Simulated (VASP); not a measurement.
# TiSe2 (P-3m1) in VASP: a series of runs

Runs on TiSe2. Level: PBE. Tasks: single point, relaxation of cell and atoms.

Program: VASP 6.6.1. These are calculated values, not measurements. Logs are shortened: lines on timing, memory, paths and dates and some standing lists are left out, and cuts for length are marked.

### 1 The cell of the first run

The structure is trigonal, space group P-3m1 (No. 164). Conventional cell: a = 3.507 Å, b = 3.507 Å, c = 6.018 Å, α = 90.00°, β = 90.00°, γ = 120.00°. Ti (site symmetry -3m) has 6 Se at 2.55 Å within 3.4 Å. Within 3.4 Å of Se (site symmetry 3m) lie 3 Ti at 2.55 Å.

### 2 Single point, PBE

Input file INCAR:

```
PREC     = Accurate       # precision mode
ENCUT    = 500            # plane-wave cutoff, eV
EDIFF    = 1E-6           # SCF threshold, eV
ISMEAR   = -1             # smearing method
SIGMA    = 0.01           # smearing width, eV
LREAL    = F              # projectors in reciprocal space
LASPH    = T              # aspherical terms in the spheres
NELM     = 120            # most SCF steps
ALGO     = Normal         # electronic algorithm
ISIF     = 2              # what is computed and relaxed
LWAVE    = F              # write WAVECAR
LCHARG   = T              # write CHGCAR
GGA      = PE             # functional
LELF     = T              # ELF
LVHAR    = T            
NBANDS   = 19             # bands
GGA_COMPAT= F
```

Input file KPOINTS:

```
regular mesh
0
Gamma
  16 16 8
```

Input file POSCAR:

```
TiSe2
1.0
    3.5070069874      0.0000000000      0.0000000000
   -1.7535034937      3.0371571423      0.0000000000
    0.0000000000      0.0000000000      6.0181746567
Ti Se
1 2
Direct
    0.0000000000      0.0000000000      0.0000000000
    0.3333333333      0.6666666667      0.2575782426
    0.6666666667      0.3333333333     -0.2575782426
```

Potentials or basis: VASP PAW PBE potentials, release 64 (Ti_sv, Se).

Run with:

```
cat potpaw_PBE.64/Ti_sv/POTCAR potpaw_PBE.64/Se/POTCAR > POTCAR
mpirun -np 1 vasp_std > vasp.out
```

OUTCAR:

```text
PREC = Accurate
   ENCUT = 500
   EDIFF = 1E-6
   ISMEAR = -1
   LREAL = F
   LASPH = T
   NELM = 120
   ISIF = 2
   GGA = PE

 ion  position               nearest neighbor table
   1  0.000  0.000  0.000-   2 2.55   3 2.55   2 2.55   3 2.55   3 2.55   2 2.55
   2  0.333  0.667  0.258-   1 2.55   1 2.55   1 2.55
   3  0.667  0.333  0.742-   1 2.55   1 2.55   1 2.55

  LATTYP: Found a hexagonal cell.
 ALAT       =     3.5070069874
 C/A-ratio  =     1.7160429615

  Lattice vectors:

 A1 = (   3.5070069874,   0.0000000000,   0.0000000000)
 A2 = (  -1.7535034937,   3.0371571423,   0.0000000000)
 A3 = (   0.0000000000,   0.0000000000,   6.0181746567)

Analysis of symmetry for initial positions (statically):
=====================================================================
 Subroutine PRICEL returns:
 Original cell was already a primitive cell.

 Routine SETGRP: Setting up the symmetry group for a
 hexagonal supercell.

 Subroutine GETGRP returns: Found 12 space group operations
 (whereof 12 operations were pure point group operations)
 out of a pool of 24 trial point group operations.

The static configuration has the point symmetry D_3d.

Analysis of symmetry for dynamics (positions and initial velocities):
=====================================================================
 Subroutine PRICEL returns:
 Original cell was already a primitive cell.

 Routine SETGRP: Setting up the symmetry group for a
 hexagonal supercell.

 Subroutine GETGRP returns: Found 12 space group operations
 (whereof 12 operations were pure point group operations)
 out of a pool of 24 trial point group operations.

The dynamic configuration has the point symmetry D_3d.

 Subroutine INISYM returns: Found 12 space group operations
 (whereof 12 operations are pure point group operations),
 and found     1 'primitive' translations

----------------------------------------------------------------------------------------

                                     Primitive cell

  volume of cell :      64.1016

  direct lattice vectors                    reciprocal lattice vectors
     3.507006987  0.000000000  0.000000000     0.285143430  0.164627636  0.000000000
[... 83 lines left out ...]
   LNONCOLLINEAR =      F non collinear calculations
   LSORBIT =      F    spin-orbit coupling
   LASPH  =      T    aspherical Exc in radial PAW
   ENCUT  =  500.0 eV  36.75 Ry    6.06 a.u.   6.39  6.39 10.97*2*pi/ulx,y,z
   NELM   =    120;   NELMIN=  2; NELMDL= -5     # of ELM steps
   EDIFF  = 0.1E-05   stopping-criterion for ELM
   LREAL  =      F    real-space projection
   EDIFFG = 0.1E-04   stopping-criterion for IOM
   NSW    =      0    number of steps for IOM
   IBRION =     -1    ionic relax: 0-MD 1-quasi-New 2-CG
   NFREE  =      0    steps in history (QN), initial steepest desc. (CG)
   ISIF   =      2    stress and relaxation
   ISYM   =      2    0-nonsym 1-usesym 2-fastsym
   POTIM  = 0.5000    time-step for ionic-motion
   TEBEG  =    0.0;   TEEND  =   0.0 temperature during run
   PSTRESS=    0.0 pullay stress
   NELECT =      24.0000    total number of electrons
   NUPDOWN=      -1.0000    fix difference up-down
   EMIN   =  10.00;   EMAX   =-10.00  energy-range for DOS
   EFERMI =   0.00;   METHOD = LEGACY
   ISMEAR =    -1;   SIGMA  =   0.01  broadening in eV -4-tet -1-fermi 0-gaus
   EFERMI_NEDOS =   21; number of points for ismear=-14 and -15
   IALGO  =     38    algorithm
   IMIX   =      4    mixing-type and parameters
     AMIX     =   0.40;   BMIX     =  1.00
     AMIX_MAG =   1.60;   BMIX_MAG =  1.00
  volume/ion in A,a.u.               =      21.37       144.19
  Fermi-wavevector in a.u.,A,eV,Ry     =   1.179928  2.229742 18.942456  1.392231
  Thomas-Fermi vector in A             =   2.316230
   LORBIT       =      0    0 simple, 1 ext, 2 COOP (PROOUT), +10 PAW based schemes
   GGA     = PE    functional components
   LHFCALC =     F    Hartree Fock is set to
   AEXX    =    0.0000 exact exchange contribution
   IVDW    =     0    specifies the selected vdW correction
   LEPSILON=     F    determine dielectric tensor
   LRPA    =     F    only Hartree local field effects (RPA)
 non-spin polarized calculation
  energy-cutoff  :      500.00
  volume of cell :       64.10
 maximum number of plane-waves:      1646
 NGX is ok and might be reduce to    28
   NGX = 13   NGY = 13   NGZ = 21

 number of electron      24.0000004 magnetization

 Free energy of the ion-electron system (eV)
  ---------------------------------------------------
  ext. energy  EPLUGINS =         0.00000000
  ---------------------------------------------------
  free energy    TOTEN  =       -18.16610997 eV

  energy without entropy =      -18.16581517  energy(sigma->0) =      -18.16596257

 E-fermi :   4.9553     XC(G=0): -10.0736

 val. band max:        4.9362074691   @ k =   0.0625   0.0000   0.2500
 cond. band min:       4.9597092460   @ k =   0.4375   0.0625   0.5000
 fundamental gap:      0.0235017769
 Fermi energy:         4.9552881231

 k-point     1 :       0.0000    0.0000    0.0000
  band No.  band energies     occupation
      1     -52.6415      2.00000
      2     -28.8682      2.00000
      3     -28.8564      2.00000
      4     -28.8564      2.00000
      5      -9.0744      2.00000
      6      -7.6460      2.00000
[... 505 lines left out ...]
      6      -7.2769      2.00000
[... 11 lines left out ...]
     18      11.7791      0.00000
     19      13.2959      0.00000

 [... further k-points ...]

------------------------ aborting loop because EDIFF is reached ----------------------------------------

  FORCE on cell =-STRESS in cart. coord.  units (eV):
  Direction    XX          YY          ZZ          XY          YZ          ZX
  --------------------------------------------------------------------------------------
  -------------------------------------------------------------------------------------
  Total        0.8350148      0.8350148      0.8482278      0.0000000      0.0000000      0.0000000
  in kB       20.8706537     20.8706537     21.2009045      0.0000000      0.0000000      0.0000000
  external PRESSURE =      20.9807373 kB  Pullay stress =       0.0000000 kB

 VOLUME and BASIS-vectors are now :
 -----------------------------------------------------------------------------
  energy-cutoff  :      500.00
  volume of cell :       64.10
      direct lattice vectors                 reciprocal lattice vectors
     3.507006987  0.000000000  0.000000000     0.285143430  0.164627636  0.000000000
    -1.753503494  3.037157142  0.000000000     0.000000000  0.329255272  0.000000000
     0.000000000  0.000000000  6.018174657     0.000000000  0.000000000  0.166163340

 POSITION                                       TOTAL-FORCE (eV/Angst)
 -----------------------------------------------------------------------------------
      0.00000      0.00000      0.00000        -0.000000      0.000000      0.000000
     -0.00000      2.02477      1.55015         0.000000      0.000000      0.018031
      1.75350      1.01239      4.46802         0.000000     -0.000000     -0.018031
 -----------------------------------------------------------------------------------
    total drift:                                0.000000      0.000000     -0.000000

  FREE ENERGIE OF THE ION-ELECTRON SYSTEM (eV)
  ---------------------------------------------------
  free  energy   TOTEN  =       -18.1661099705 eV

  energy  without entropy=      -18.1658151730  energy(sigma->0) =      -18.16596257
```

OSZICAR:

```text
N       E                     dE             d eps       ncg     rms          rms(c)
DAV:   1     0.199871836180E+03    0.19987E+03   -0.11175E+04  8094   0.121E+03
DAV:   2    -0.130826919383E+01   -0.20118E+03   -0.19483E+03  8463   0.321E+02
DAV:   3    -0.203768427398E+02   -0.19069E+02   -0.18464E+02 11274   0.937E+01
DAV:   4    -0.211332561290E+02   -0.75641E+00   -0.75349E+00 10806   0.173E+01
DAV:   5    -0.211564592050E+02   -0.23203E-01   -0.23189E-01 11081   0.280E+00    0.123E+01
DAV:   6    -0.198651955866E+02    0.12913E+01   -0.32890E+01  8537   0.412E+01    0.113E+01
DAV:   7    -0.184652998185E+02    0.13999E+01   -0.23362E+01 10000   0.310E+01    0.498E+00
DAV:   8    -0.182133992376E+02    0.25190E+00   -0.29665E+00  9123   0.125E+01    0.207E+00
DAV:   9    -0.181652329379E+02    0.48166E-01   -0.34846E-01  9399   0.422E+00    0.478E-01
DAV:  10    -0.181662514551E+02   -0.10185E-02   -0.17574E-02  9647   0.977E-01    0.234E-01
DAV:  11    -0.181669827108E+02   -0.73126E-03   -0.12984E-02 11181   0.715E-01    0.222E-01
DAV:  12    -0.181661031172E+02    0.87959E-03   -0.44845E-03 10107   0.425E-01    0.361E-02
DAV:  13    -0.181661197701E+02   -0.16653E-04   -0.75520E-05  9139   0.721E-02    0.254E-02
DAV:  14    -0.181661099966E+02    0.97735E-05   -0.46013E-05 10895   0.455E-02    0.682E-03
DAV:  15    -0.181661099705E+02    0.26156E-07   -0.40953E-06  9118   0.109E-02
   1 F= -.18166110E+02 E0= -.18165963E+02  d E =-.294797E-03
```

stdout:

```text
POSCAR found type information on POSCAR TiSe
 POSCAR found :  2 types and       3 ions
 scaLAPACK will be used
 LDA part: xc-table for (Slater+PW92), standard interpolation
 POSCAR, INCAR and KPOINTS ok, starting setup
 FFT: planning ... GRIDC
 FFT: planning ... GRID_SOFT
 FFT: planning ... GRID
 WAVECAR not read
 entering main loop
```

It took 4 min on 1 thread of Intel Xeon Platinum 8488C (Sapphire Rapids), shared host; peak memory 0.37 GiB.

Results:

* Free energy: -18.1661 eV
* Pressure: 2.1 GPa
* Largest force: 0.018 eV/Å
* Band gap on the k mesh: zero (band 12 reaches 5.43 eV, above the bottom of band 13 at 4.73 eV)

Forces on the atoms (eV/Å):
```
Ti   0.000  0.000  0.000
Se   0.000  0.000  0.018
Se   0.000  0.000 -0.018
```

Caveat: this functional lacks dispersion, which binds the layers, so the pressure and a relaxed spacing across them are unreliable.

### 3 Relaxation of cell and atoms, PBE, target pressure 2 GPa, at which the enthalpy is minimised

This run uses another cell than the first one, of 21.73 Å³/atom, 1.017 times its volume.

Input file INCAR:

```
SYSTEM = TiSe2
PREC = Accurate
ENCUT = 500
EDIFF = 1E-7
ISMEAR = -1
SIGMA = 0.01
LREAL = .FALSE.
LASPH = .TRUE.
NELM = 120
ALGO = Normal
ISIF = 3
LWAVE = .FALSE.
LCHARG = .FALSE.
GGA = PE
IBRION = 2
NSW = 80
EDIFFG = -0.002
PSTRESS = 20.0
GGA_COMPAT = .FALSE.
NELMIN = 4
```

Input file KPOINTS:

```
Automatic mesh
0
G
  16 16 8
  0 0 0
```

Input file POSCAR:

```
TiSe2
1.0
    3.5400000000      0.0000000000      0.0000000000
   -1.7700000000      3.0657299294      0.0000000000
    0.0000000000      0.0000000000      6.0080000000
Ti Se
1 2
Direct
    0.0000000000      0.0000000000      0.0000000000
    0.3333333333      0.6666666667      0.2550000000
    0.6666666667      0.3333333333     -0.2550000000
```

Potentials or basis: VASP PAW PBE potentials, release 64 (Ti_sv, Se).

Run with:

```
cat potpaw_PBE.64/Ti_sv/POTCAR potpaw_PBE.64/Se/POTCAR > POTCAR
mpirun -np 1 vasp_std > vasp.out
```

Wall time 26 min (1 thread of Intel Xeon Platinum 8488C (Sapphire Rapids), shared host); peak memory 0.37 GiB.

Results (log left out):

```yaml
Free_energy: -18.1663 eV
Relaxed_volume: 21.37 Å³/atom
Relaxed_cell: a = 3.508 Å, b = 3.508 Å, c = 6.015 Å, α = 90.00°, β = 90.00°, γ = 120.00°
Space_group_after_relaxing_to_0.05_Å: P-3m1 (No. 164)
Energy_change_on_relaxing_the_enthalpy_is_what_falls: +2.9 meV/atom
Ionic_steps: 16
Pressure_after_relaxing: 2.0 GPa
Band_gap_on_the_k_mesh: zero (band 12 reaches 5.43 eV, above the bottom of band 13 at 4.73 eV)
```

Step by step:
| step | energy change (eV) | largest force (eV/Å) | pressure (GPa) | volume (Å³) |
| --- | --- | --- | --- | --- |
| 1 | 0.0000 | 0.0727 | 1.43 | 65.20 |
| 2 | 0.0055 | 0.1101 | 2.21 | 64.47 |
| 3 | 0.0077 | 0.1199 | 2.40 | 64.29 |
| 4 | 0.0050 | 0.0302 | 1.80 | 64.43 |
| 5 | 0.0053 | 0.0132 | 1.97 | 64.39 |
| 6 | 0.0057 | 0.0121 | 1.98 | 64.36 |
| 7 | 0.0068 | 0.0088 | 2.00 | 64.26 |
| 8 | 0.0093 | 0.0020 | 2.05 | 64.06 |
| 9 | 0.0080 | 0.0279 | 1.83 | 64.17 |
| 10 | 0.0090 | 0.0039 | 2.01 | 64.08 |
| 11 | 0.0090 | 0.0042 | 2.01 | 64.08 |
| 12 | 0.0090 | 0.0049 | 2.00 | 64.08 |
| 13 | 0.0090 | 0.0045 | 2.01 | 64.08 |
| 14 | 0.0087 | 0.0001 | 2.01 | 64.10 |
| 15 | 0.0088 | 0.0004 | 2.01 | 64.10 |
| 16 | 0.0088 | 0.0006 | 2.01 | 64.10 |

Final structure:
```
Ti Se
1.0
     3.50792    0.00000    0.00000
    -1.75396    3.03795    0.00000
     0.00000    0.00000    6.01483
Ti Se
1 2
Direct
  0.00000 0.00000 0.00000
  0.33333 0.66667 0.25791
  0.66667 0.33333 0.74209
```

Levels at points of the mesh, in eV from the Fermi level:
```csv
k point,band 10,band 11,band 12,band 13,band 14,band 15
"(0.00, 0.00, 0.00)",0.14,0.47,0.47,0.54,0.54,0.58
"(0.50, 0.00, 0.00)",-2.77,-2.26,-1.35,0.05,1.39,1.80
"(0.00, 0.00, 0.50)",-2.19,0.31,0.31,0.46,0.46,1.20
"(0.50, 0.00, 0.50)",-2.48,-1.24,-0.92,-0.22,1.39,1.77
```

Caveat: the cell is relaxed towards a set pressure, so the enthalpy falls and the energy may rise; this functional lacks dispersion, which binds the layers, so the pressure and a relaxed spacing across them are unreliable.
